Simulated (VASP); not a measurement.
**LiBr: single point with PBEsol**

The system is LiBr.

```
CELL_PARAMETERS angstrom
0.00000 2.60892 2.60892
2.60892 0.00000 2.60892
2.60892 2.60892 0.00000
ATOMIC_POSITIONS crystal
Li 0.00000 0.00000 0.00000
Br 0.50000 0.50000 0.50000
```

```
Program             : VASP 6.6.1
Task                : single point
Functional          : PBEsol
Potentials or basis : VASP PAW PBE potentials, release 64 (Li_sv, Br)
Cutoff              : 750 eV
k mesh              : 8 × 8 × 8
Occupations         : gaussian, width 0.01 eV
Spin                : no spin polarisation
```

```json
{"Pressure": "4.0 GPa", "Band gap on the k mesh": "5.52 eV, indirect (least direct gap 5.55 eV)"}
```

Levels at points of the mesh, in eV from the valence-band top:
| k point | band 2 | band 3 | band 4 | band 5 | band 6 | band 7 | band 8 | band 9 |
| --- | --- | --- | --- | --- | --- | --- | --- | --- |
| (0.00, 0.00, 0.00) | -14.08 | 0.00 | 0.00 | 0.00 | 5.55 | 10.48 | 10.48 | 10.48 |
| (0.50, 0.00, 0.00) | -13.38 | -3.67 | -0.35 | -0.35 | 5.52 | 8.01 | 8.01 | 13.35 |
| (0.50, 0.50, 0.00) | -13.07 | -3.75 | -1.51 | -1.51 | 6.37 | 6.62 | 12.89 | 13.42 |

Run time: 14 s on 1 thread of Intel(R) Xeon(R) 6975P-C (Granite Rapids), on a shared host, peak memory 0.2 GiB.

Caveat: the PAW data sets were made with another functional, which shifts forces and pressure a little. A k mesh can miss the band edges.
